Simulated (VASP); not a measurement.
Input of a VASP 6.6.1 run:

Contents of INCAR:

```
SYSTEM = SiO2
PREC = Accurate ; ENCUT = 520
EDIFF = 1E-8 ; ISMEAR = 0
SIGMA = 0.01 ; LREAL = .False.
LASPH = .True. ; NELM = 80
ALGO = Normal ; ISIF = 2
LWAVE = .False. ; LCHARG = .False.
GGA = PE ; LEPSILON = .True.
```

Contents of KPOINTS:

```
regular mesh
0
Gamma
  5 5 7
  0 0 0
```

File POSCAR:

```
SiO2
1.0
    4.1773000000      0.0000000000      0.0000000000
    0.0000000000      4.1773000000      0.0000000000
    0.0000000000      0.0000000000      2.6652000000
Si O
2 4
Direct
    0.0000000000      0.0000000000      0.0000000000
    0.5000000000      0.5000000000      0.5000000000
    0.3054889230      0.3054889230      0.0000000000
    0.1945110770      0.8054889230      0.5000000000
    0.6945110770      0.6945110770      0.0000000000
    0.8054889230      0.1945110770      0.5000000000
```

Potentials or basis: VASP PAW PBE potentials, release 64 (Si, O).

Launch:

```sh
$ cat potpaw_PBE.64/Si/POTCAR potpaw_PBE.64/O/POTCAR > POTCAR
$ mpirun -np 1 vasp_std > vasp.out
```

Q: What does it give for the electronic dielectric tensor (diagonal)?

A: 3.36, 3.36, 3.53.

Q: What does it give for the Born charges (mean of the diagonal)?

A: Si +3.88; O -1.94 e.

Q: Predict the band gap on the k mesh.

A: 5.61 eV.

Electronic dielectric tensor:
```
3.36 0.00 0.00
0.00 3.36 0.00
0.00 0.00 3.53
```
